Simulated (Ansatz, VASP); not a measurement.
## Al3GaIr: VASP beside Ansatz

The input INCAR:

```
SYSTEM = Al3GaIr
PREC = Accurate
ENCUT = 520
EDIFF = 1E-6
ISMEAR = 0
SIGMA = 0.1
LREAL = .False.
LASPH = .True.
NELM = 100
ALGO = Normal
ISIF = 2
LWAVE = .False.
LCHARG = .False.
GGA = PE
NBANDS = 24
```

File KPOINTS:

```
regular mesh
0
Gamma
  4 4 4
  0 0 0
```

File POSCAR:

```
Al3GaIr
1.0
    4.5131013600      0.0000000000      0.0000000000
    0.0000000000      4.5131013600      0.0000000000
    0.0000000000      0.0000000000      4.7988130900
Al Ga Ir
3 1 1
Direct
    0.5000000000      0.5000000000      0.5000000000
    0.5000000000      0.0000000000      0.0000000000
    0.0000000000      0.5000000000      0.0000000000
    0.0000000000      0.0000000000      0.5000000000
    0.0000000000      0.0000000000      0.0000000000
```

Input for Ansatz:

```yaml
crystal:
  lattice:
    - [4.51310136, 0.0, 0.0]
    - [0.0, 4.51310136, 0.0]
    - [0.0, 0.0, 4.79881309]
  atoms:
    - { symbol: Al, position: [0.5, 0.5, 0.5] }
    - { symbol: Al, position: [0.5, 0.0, 0.0] }
    - { symbol: Al, position: [0.0, 0.5, 0.0] }
    - { symbol: Ga, position: [0.0, 0.0, 0.5] }
    - { symbol: Ir, position: [0.0, 0.0, 0.0] }
basis:
  ecutwfc: 420
kpoints:
  mp_grid: { grid: [4, 4, 4] }
hamiltonian:
  xc: pbe
scf:
  occupations: { method: gaussian, width: 0.1 }
  lower_state_search: "off"
output:
  forces: true
  stress: true
  eigenvalues: true
```

Alike in both runs: task single point; functional PBE; k mesh 4 × 4 × 4; occupations gaussian, width 0.1 eV; no spin polarisation.

|  | VASP | Ansatz |
| --- | --- | --- |
| version | VASP 6.6.1 | Ansatz 0.2.0 |
| potentials or method | VASP PAW PBE potentials, release 64 (Al, Ga_d, Ir), cutoff 520 eV | scalar-relativistic, plane waves, PAW |
| valence electrons in the cell | 31 | 39 |

|  | VASP | Ansatz | Ansatz less VASP |
| --- | --- | --- | --- |
| gap on the k mesh at the Fermi level (eV) | none | none | - |
| pressure (GPa) | 11.3 | 11.3 | -0.02 |
| traceless stress, the component that is largest in VASP (GPa) | -6.74 | -6.84 | -0.096 |

A gap of «none» marks a metal or a gap that the smearing closes. With one functional, cell and mesh, what is left measures potentials, basis and numerics. VASP's potentials hold 31 valence electrons a cell and Ansatz's 39, so a difference there can come from the potentials and not from the codes.

Neither program's run includes spin-orbit coupling.
